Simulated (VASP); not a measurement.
Input of a VASP 6.6.1 run:

File INCAR:

```
SYSTEM = C
  PREC = Accurate
  ENCUT = 520
  EDIFF = 1E-6
  ISMEAR = 0
  SIGMA = 0.02
  LREAL = .False.
  LASPH = .True.
  NELM = 80
  ALGO = Normal
  ISIF = 2
  LWAVE = .False.
  LCHARG = .False.
  IBRION = 2
  NSW = 60
  EDIFFG = -0.002
```

File KPOINTS:

```
Automatic mesh
0
Gamma
  9 9 6
  0 0 0
```

The input POSCAR:

```
C
1.0
    2.4839259520      0.0000000000      0.0000000000
   -1.2419629760      2.1511429755      0.0000000000
    0.0000000000      0.0000000000      4.0945232323
C
4
Direct
    0.3333333333      0.6666666667      0.0001479122
    0.6666666667      0.3333333333      0.5001479122
    0.3333333333      0.6666666667      0.3738520878
    0.6666666667      0.3333333333      0.8738520878
```

Potentials or basis: VASP PAW LDA potentials, release 64 (C).

Launch:

```bash
$ cat potpaw_LDA.64/C/POTCAR > POTCAR
$ mpirun -np 1 vasp_std > vasp.out
```

Task: What does it give for the band gap on the k mesh?

Result: 3.00 eV, indirect (least direct gap 4.86 eV).

Task: What does it give for the energy gained by relaxing?

Result: 0.1 meV/atom.

Final structure:
```
C
1.0
     2.48393    0.00000    0.00000
    -1.24196    2.15114    0.00000
     0.00000    0.00000    4.09452
C
4
Direct
  0.33333 0.66667 0.99977
  0.66667 0.33333 0.49977
  0.33333 0.66667 0.37423
  0.66667 0.33333 0.87423
```

Caveat: the cell differs from its parent crystal (strained cell). A k mesh can miss the band edges.
